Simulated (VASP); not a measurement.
# InPd (Fm-3m) in VASP: further runs

Runs on InPd. Level: PBEsol. Tasks: single point.

Program: VASP 6.6.1. These are calculated values, not measurements. Logs are shortened: lines on timing, memory, paths and dates and some standing lists are left out, and cuts for length are marked.

## Step 1: The cell of the first run

Symmetry: Fm-3m, No. 225, cubic system. Conventional cell: a = 5.150 Å, b = 5.150 Å, c = 5.150 Å, α = 90.00°, β = 90.00°, γ = 90.00°. Within 3.4 Å of In (site symmetry m-3m) lie 6 Pd at 2.58 Å. Within 3.4 Å of Pd (site symmetry m-3m) lie 6 In at 2.58 Å.

## Step 2: Single point, PBEsol

INCAR

```
PREC     = Accurate       # precision mode
ENCUT    = 500            # plane-wave cutoff, eV
EDIFF    = 1E-6           # SCF threshold, eV
ISMEAR   = 1              # smearing method
SIGMA    = 0.1            # smearing width, eV
LREAL    = False          # projectors in reciprocal space
LASPH    = True           # aspherical terms in the spheres
NELM     = 120            # most SCF steps
ALGO     = Normal         # electronic algorithm
ISIF     = 2              # what is computed and relaxed
LWAVE    = False          # write WAVECAR
LCHARG   = False          # write CHGCAR
GGA      = PS             # functional
NBANDS   = 18             # bands
GGA_COMPAT= False
```

KPOINTS

```
Automatic mesh
0
Gamma
  7 7 7
```

POSCAR

```
InPd
1.0
    0.0000000000      2.5752331659      2.5752331659
    2.5752331659      0.0000000000      2.5752331659
    2.5752331659      2.5752331659      0.0000000000
In Pd
1 1
Direct
    0.0000000000      0.0000000000      0.0000000000
    0.5000000000      0.5000000000      0.5000000000
```

Potentials or basis: VASP PAW PBE potentials, release 64 (In_d, Pd).

On the command line:

```bash
> cat potpaw_PBE.64/In_d/POTCAR potpaw_PBE.64/Pd/POTCAR > POTCAR
> mpirun -np 1 vasp_std > vasp.out
```

OUTCAR:

```text
PREC = Accurate
   ENCUT = 500
   EDIFF = 1E-6
   ISMEAR = 1
   LREAL = False
   LASPH = True
   NELM = 120
   ISIF = 2
   GGA = PS

 ion  position               nearest neighbor table
   1  0.000  0.000  0.000-   2 2.58   2 2.58   2 2.58   2 2.58   2 2.58   2 2.58
   2  0.500  0.500  0.500-   1 2.58   1 2.58   1 2.58   1 2.58   1 2.58   1 2.58

  LATTYP: Found a face centered cubic cell.
 ALAT       =     5.1504663318

  Lattice vectors:

 A1 = (   0.0000000000,   2.5752331659,   2.5752331659)
 A2 = (   2.5752331659,   0.0000000000,   2.5752331659)
 A3 = (   2.5752331659,   2.5752331659,   0.0000000000)

Analysis of symmetry for initial positions (statically):
=====================================================================
 Subroutine PRICEL returns:
 Original cell was already a primitive cell.

 Routine SETGRP: Setting up the symmetry group for a
 face centered cubic supercell.

 Subroutine GETGRP returns: Found 48 space group operations
 (whereof 48 operations were pure point group operations)
 out of a pool of 48 trial point group operations.

The static configuration has the point symmetry O_h .

Analysis of symmetry for dynamics (positions and initial velocities):
=====================================================================
 Subroutine PRICEL returns:
 Original cell was already a primitive cell.

 Routine SETGRP: Setting up the symmetry group for a
 face centered cubic supercell.

 Subroutine GETGRP returns: Found 48 space group operations
 (whereof 48 operations were pure point group operations)
 out of a pool of 48 trial point group operations.

The dynamic configuration has the point symmetry O_h .

 Subroutine INISYM returns: Found 48 space group operations
 (whereof 48 operations are pure point group operations),
 and found     1 'primitive' translations

----------------------------------------------------------------------------------------

                                     Primitive cell

  volume of cell :      34.1570

  direct lattice vectors                    reciprocal lattice vectors
     0.000000000  2.575233166  2.575233166    -0.194157176  0.194157176  0.194157176
     2.575233166  0.000000000  2.575233166     0.194157176 -0.194157176  0.194157176
     2.575233166  2.575233166  0.000000000     0.194157176  0.194157176 -0.194157176

  length of vectors
     3.641929669  3.641929669  3.641929669     0.336290094  0.336290094  0.336290094

  position of ions in fractional coordinates (direct lattice)
     0.000000000  0.000000000  0.000000000
     0.500000000  0.500000000  0.500000000

  ion indices of the primitive-cell ions
   primitive index   ion index
                 1           1
                 2           2

----------------------------------------------------------------------------------------

 KPOINTS: Automatic mesh

Automatic generation of k-mesh.
 Grid dimensions read from file:
 generate k-points for:    7    7    7

 Generating k-lattice:

  Cartesian coordinates                     Fractional coordinates (reciprocal lattice)
    -0.027736739  0.027736739  0.027736739     0.142857143  0.000000000  0.000000000
     0.027736739 -0.027736739  0.027736739     0.000000000  0.142857143  0.000000000
     0.027736739  0.027736739 -0.027736739     0.000000000  0.000000000  0.142857143

  Length of vectors
     0.048041442  0.048041442  0.048041442

  Shift w.r.t. Gamma in fractional coordinates (k-lattice)
     0.000000000  0.000000000  0.000000000

 Subroutine IBZKPT returns following result:
 ===========================================

 Found     20 irreducible k-points:

 Following reciprocal coordinates:
            Coordinates               Weight
  0.000000  0.000000  0.000000      1.000000
  0.142857  0.000000  0.000000      8.000000
  0.285714  0.000000  0.000000      8.000000
  0.428571  0.000000  0.000000      8.000000
  0.142857  0.142857  0.000000      6.000000
  0.285714  0.142857  0.000000     24.000000
[... 12 lines left out ...]
 -0.428571  0.428571  0.142857     24.000000
 -0.285714  0.428571  0.142857     24.000000
   k-points           NKPTS =     20   k-points in BZ     NKDIM =     20   number of bands    NBANDS=     18
   number of dos      NEDOS =    301   number of ions     NIONS =      2
   total plane-waves  NPLWV =  21952
   dimension x,y,z NGX =    28 NGY =   28 NGZ =   28
   dimension x,y,z NGXF=    56 NGYF=   56 NGZF=   56
   ions per type =               1   1
   NGX,Y,Z   is equivalent  to a cutoff of  12.78, 12.78, 12.78 a.u.
   NGXF,Y,Z  is equivalent  to a cutoff of  25.56, 25.56, 25.56 a.u.
 SYSTEM =  unknown system
   PREC   = accura    normal or accurate (medium, high low for compatibility)
   ISTART =      0    job   : 0-new  1-cont  2-samecut
   ICHARG =      2    charge: 1-file 2-atom 10-const
   ISPIN  =      1    spin polarized calculation?
   LNONCOLLINEAR =      F non collinear calculations
   LSORBIT =      F    spin-orbit coupling
   LASPH  =      T    aspherical Exc in radial PAW
   ENCUT  =  500.0 eV  36.75 Ry    6.06 a.u.   6.64  6.64  6.64*2*pi/ulx,y,z
   NELM   =    120;   NELMIN=  2; NELMDL= -5     # of ELM steps
   EDIFF  = 0.1E-05   stopping-criterion for ELM
   LREAL  =      F    real-space projection
   EDIFFG = 0.1E-04   stopping-criterion for IOM
   NSW    =      0    number of steps for IOM
   IBRION =     -1    ionic relax: 0-MD 1-quasi-New 2-CG
   NFREE  =      0    steps in history (QN), initial steepest desc. (CG)
   ISIF   =      2    stress and relaxation
   ISYM   =      2    0-nonsym 1-usesym 2-fastsym
   POTIM  = 0.5000    time-step for ionic-motion
   TEBEG  =    0.0;   TEEND  =   0.0 temperature during run
   PSTRESS=    0.0 pullay stress
   NELECT =      23.0000    total number of electrons
   NUPDOWN=      -1.0000    fix difference up-down
   EMIN   =  10.00;   EMAX   =-10.00  energy-range for DOS
   EFERMI =   0.00;   METHOD = LEGACY
   ISMEAR =     1;   SIGMA  =   0.10  broadening in eV -4-tet -1-fermi 0-gaus
   EFERMI_NEDOS =   21; number of points for ismear=-14 and -15
   IALGO  =     38    algorithm
   IMIX   =      4    mixing-type and parameters
     AMIX     =   0.40;   BMIX     =  1.00
     AMIX_MAG =   1.60;   BMIX_MAG =  1.00
  volume/ion in A,a.u.               =      17.08       115.25
  Fermi-wavevector in a.u.,A,eV,Ry     =   1.434909  2.711584 28.013886  2.058963
  Thomas-Fermi vector in A             =   2.554265
   LORBIT       =      0    0 simple, 1 ext, 2 COOP (PROOUT), +10 PAW based schemes
   GGA     = PS    functional components
   LHFCALC =     F    Hartree Fock is set to
   AEXX    =    0.0000 exact exchange contribution
   IVDW    =     0    specifies the selected vdW correction
   LEPSILON=     F    determine dielectric tensor
   LRPA    =     F    only Hartree local field effects (RPA)
 non-spin polarized calculation
 Methfessel and Paxton  Order N= 1 SIGMA  =   0.10
  energy-cutoff  :      500.00
  volume of cell :       34.16
 maximum number of plane-waves:       893
   NGX = 13   NGY = 13   NGZ = 13

 number of electron      23.0000011 magnetization

 Free energy of the ion-electron system (eV)
  ---------------------------------------------------
  ext. energy  EPLUGINS =         0.00000000
  ---------------------------------------------------
  free energy    TOTEN  =        -9.17839225 eV

  energy without entropy =       -9.17702053  energy(sigma->0) =       -9.17793501

 E-fermi :  11.1712     XC(G=0): -12.4499

 val. band max:       10.7705870233   @ k =  -0.4286   0.4286   0.0000
 cond. band min:      11.1861638504   @ k =  -0.4286   0.4286   0.0000
 fundamental gap:      0.4155768271
 Fermi energy:        11.1712143111

 k-point     1 :       0.0000    0.0000    0.0000
  band No.  band energies     occupation
      1      -4.1866      2.00000
      2      -4.1866      2.00000
      3      -3.9990      2.00000
      4      -3.9990      2.00000
      5      -3.9990      2.00000
      6       0.4851      2.00000
[... 10 lines left out ...]
     17      24.2116      0.00000
     18      24.2279      0.00000

 k-point     2 :       0.1429    0.0000    0.0000
  band No.  band energies     occupation
      1      -4.1505      2.00000
      2      -4.1505      2.00000
      3      -3.9902      2.00000
      4      -3.9657      2.00000
      5      -3.9657      2.00000
      6       0.8820      2.00000
[... 10 lines left out ...]
     17      23.0298      0.00000
     18      23.0298      0.00000

 k-point     3 :       0.2857    0.0000    0.0000
  band No.  band energies     occupation
      1      -4.0766      2.00000
      2      -4.0766      2.00000
      3      -3.9715      2.00000
      4      -3.8794      2.00000
      5      -3.8794      2.00000
      6       2.0428      2.00000
[... 10 lines left out ...]
     17      21.3523      0.00000
     18      22.2137      0.00000

 k-point     4 :       0.4286    0.0000    0.0000
  band No.  band energies     occupation
      1      -4.0245      2.00000
      2      -4.0245      2.00000
      3      -3.9572      2.00000
      4      -3.7984      2.00000
      5      -3.7984      2.00000
      6       3.8042      2.00000
[... 291 lines left out ...]
      4      -3.8538      2.00000
      5      -3.7698      2.00000
      6       4.1148      2.00000
[... 10 lines left out ...]
     17      23.5741      0.00000
     18      25.8537      0.00000

 k-point    19 :      -0.4286    0.4286    0.1429
  band No.  band energies     occupation
      1      -4.1511      2.00000
      2      -4.0539      2.00000
      3      -4.0288      2.00000
      4      -3.7953      2.00000
      5      -3.7299      2.00000
      6       3.8302      2.00000
[... 10 lines left out ...]
     17      24.3417      0.00000
     18      26.9741      0.00000

 k-point    20 :      -0.2857    0.4286    0.1429
  band No.  band energies     occupation
      1      -4.1475      2.00000
      2      -3.9947      2.00000
      3      -3.9544      2.00000
      4      -3.8743      2.00000
      5      -3.7315      2.00000
      6       4.1865      2.00000
[... 10 lines left out ...]
     17      23.5416      0.00000
     18      24.1964      0.00000

------------------------ aborting loop because EDIFF is reached ----------------------------------------

  FORCE on cell =-STRESS in cart. coord.  units (eV):
  Direction    XX          YY          ZZ          XY          YZ          ZX
  --------------------------------------------------------------------------------------
  -------------------------------------------------------------------------------------
  Total        4.3363077      4.3363077      4.3363077     -0.0000000      0.0000000      0.0000000
  in kB      203.4000259    203.4000259    203.4000259     -0.0000000      0.0000000      0.0000000
  external PRESSURE =     203.4000259 kB  Pullay stress =       0.0000000 kB

 VOLUME and BASIS-vectors are now :
 -----------------------------------------------------------------------------
  energy-cutoff  :      500.00
  volume of cell :       34.16
      direct lattice vectors                 reciprocal lattice vectors
     0.000000000  2.575233166  2.575233166    -0.194157176  0.194157176  0.194157176
     2.575233166  0.000000000  2.575233166     0.194157176 -0.194157176  0.194157176
     2.575233166  2.575233166  0.000000000     0.194157176  0.194157176 -0.194157176

 POSITION                                       TOTAL-FORCE (eV/Angst)
 -----------------------------------------------------------------------------------
      0.00000      0.00000      0.00000         0.000000     -0.000000     -0.000000
      2.57523      2.57523      2.57523        -0.000000      0.000000      0.000000
 -----------------------------------------------------------------------------------
    total drift:                                0.000000      0.000000      0.000000

  FREE ENERGIE OF THE ION-ELECTRON SYSTEM (eV)
  ---------------------------------------------------
  free  energy   TOTEN  =        -9.1783922452 eV

  energy  without entropy=       -9.1770205301  energy(sigma->0) =       -9.17793501
```

Wall time 15 s (1 thread of AMD EPYC 7R43 (Zen 3), shared host); peak memory 0.12 GiB.

What came out:

```yaml
Free_energy: -9.1784 eV
Pressure: 20.3 GPa
Band_gap_on_the_k_mesh: zero (an odd number of electrons rules out a gap without spin polarisation)
```

Caveat: the cell stands under pressure; the PAW data sets were made with another functional, which shifts forces and pressure a little; spin-orbit coupling is left out, which moves the levels of the heavy elements.

## Step 3: Single point, PBEsol

This run uses another cell than the first one, of 18.07 Å³/atom.

INCAR

```
PREC = Accurate ; ENCUT = 500
EDIFF = 1E-6 ; ISMEAR = 1
SIGMA = 0.1 ; LREAL = F
LASPH = T ; NELM = 120
ALGO = Normal ; ISIF = 2
LWAVE = F ; LCHARG = F
GGA = PS ; NBANDS = 18
GGA_COMPAT = F
```

KPOINTS

```
regular mesh
0
Gamma
  7 7 7
```

POSCAR

```
InPd
1.0
    0.0000000000      2.6240638092      2.6240638092
    2.6240638092      0.0000000000      2.6240638092
    2.6240638092      2.6240638092      0.0000000000
In Pd
1 1
Direct
    0.0000000000      0.0000000000      0.0000000000
    0.5000000000      0.5000000000      0.5000000000
```

Potentials or basis: VASP PAW PBE potentials, release 64 (In_d, Pd).

On the command line:

```bash
> cat potpaw_PBE.64/In_d/POTCAR potpaw_PBE.64/Pd/POTCAR > POTCAR
> mpirun -np 1 vasp_std > vasp.out
```

Wall time 15 s (1 thread of AMD EPYC 7R43 (Zen 3), shared host); peak memory 0.13 GiB.

Results (log left out):

| Quantity | Value |
| --- | --- |
| Free energy | -9.3651 eV |
| Pressure | 10.3 GPa |
| Band gap on the k mesh | zero (an odd number of electrons rules out a gap without spin polarisation) |

Levels at points of the mesh, in eV from the Fermi level:
```tsv
k point	band 9	band 10	band 11	band 12	band 13	band 14
(0.00, 0.00, 0.00)	-3.57	-3.18	-3.18	5.66	5.66	5.66
```

Caveat: the cell stands under pressure; the PAW data sets were made with another functional, which shifts forces and pressure a little; spin-orbit coupling is left out, which moves the levels of the heavy elements.
